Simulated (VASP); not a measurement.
Set up this calculation in VASP 6.6.1, as the native input.

```
Task                   : single point
Functional             : PBE
Potentials or basis    : VASP PAW PBE potentials, release 64 (Te, Mo_sv)
Cutoff                 : 520 eV
k mesh                 : 12 × 12 × 4
Occupations            : fermi-dirac, width 0.02 eV
Spin                   : no spin polarisation
Dipole correction      : no
Further INCAR settings : ALGO = Normal; EDIFF = 1e-06; NBANDS = 20
```

The structure of Te2Mo lies in POSCAR:

```
Te2Mo
1.0
    3.3669604616      0.0000000000      0.0000000000
   -1.6834802308      2.9158732933      0.0000000000
    0.0000000000      0.0000000000      7.8269141206
Te Mo
2 1
Direct
    0.3333333333      0.6666666667      0.7622632885
    0.3333333333      0.6666666667      0.2377367115
    0.0000000000      0.0000000000      0.0000000000
```

This cell differs from its parent crystal: biaxial xy strain -4.8%.

The input as run:

INCAR

```
PREC = Accurate
ENCUT = 520
EDIFF = 1E-6
ISMEAR = -1
SIGMA = 0.02
LREAL = F
LASPH = T
NELM = 100
ALGO = Normal
ISIF = 2
LWAVE = F
LCHARG = F
GGA = PE
NBANDS = 20
```

KPOINTS

```
regular mesh
0
Gamma
  12 12 4
```

Potentials or basis: VASP PAW PBE potentials, release 64 (Te, Mo_sv).

Launch:

```console
$ cat potpaw_PBE.64/Te/POTCAR potpaw_PBE.64/Mo_sv/POTCAR > POTCAR
$ mpirun -np 1 vasp_std > vasp.out
```

It gave:

The pressure is 7.7 GPa, the largest force is 0.227 eV/Å and the band gap on the k mesh is 0.69 eV (least direct gap 1.22 eV).

Caveat: the cell differs from its parent crystal (biaxial xy strain -4.8%); the cell stands under pressure; spin-orbit coupling is left out, which moves the levels of the heavy elements; this functional lacks dispersion, which binds the layers, so the pressure and a relaxed spacing across them are unreliable.

Wall time 81 s on 1 thread of Intel(R) Xeon(R) Platinum 8259CL CPU @ 2.50GHz (Skylake/Cascade Lake), with other jobs on the host, peak memory 0.25 GiB.
